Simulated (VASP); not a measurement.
Input of a VASP 6.6.1 run:

Contents of POSCAR:

```
Pb
1.0
    0.0000000000      2.4914113386      2.4914113386
    2.4914113386      0.0000000000      2.4914113386
    2.4914113386      2.4914113386      0.0000000000
Pb
1
Direct
    0.0000000000      0.0000000000      0.0000000000
```

INCAR.step1

```
ALGO = Normal
EDIFF = 1E-5
ENCUT = 520
GGA = PE
ISIF = 2
ISMEAR = -1
LASPH = T
LCHARG = F
LREAL = F
LWAVE = T
NBANDS = 13
NELM = 60
PREC = Accurate
SIGMA = 0.05
```

Contents of INCAR.step2:

```
AEXX = 0.5
ALGO = Normal
EDIFF = 1E-6
ENCUT = 520
ISIF = 2
ISMEAR = -1
ISTART = 1
LASPH = T
LCHARG = F
LHFCALC = T
LMIXTAU = T
LREAL = F
LWAVE = F
METAGGA = R2SCAN
NBANDS = 13
NELM = 60
PREC = Accurate
PRECFOCK = Normal
SIGMA = 0.05
```

KPOINTS

```
k-points
0
Gamma
  5 5 5
```

Potentials or basis: VASP PAW PBE potentials, release 64 (Pb_d).

Launch:

```bash
$ cat potpaw_PBE.64/Pb_d/POTCAR > POTCAR
$ cp INCAR.step1 INCAR
$ mpirun -np 1 vasp_std > vasp.out
$ cp INCAR.step2 INCAR
$ mpirun -np 1 vasp_std > vasp.out
```

Q: Predict the pressure.

A: -2.2 GPa.

Q: Estimate the band gap on the k mesh.

A: Zero (bands 7 and 8 overlap by 11.06 eV).

Caveat: the k points lie up to 0.44 Å⁻¹ apart, too coarse for converged energies and pressures of a metal; the PAW data sets were made with another functional, which shifts forces and pressure a little; spin-orbit coupling is left out, which moves the levels of the heavy elements.
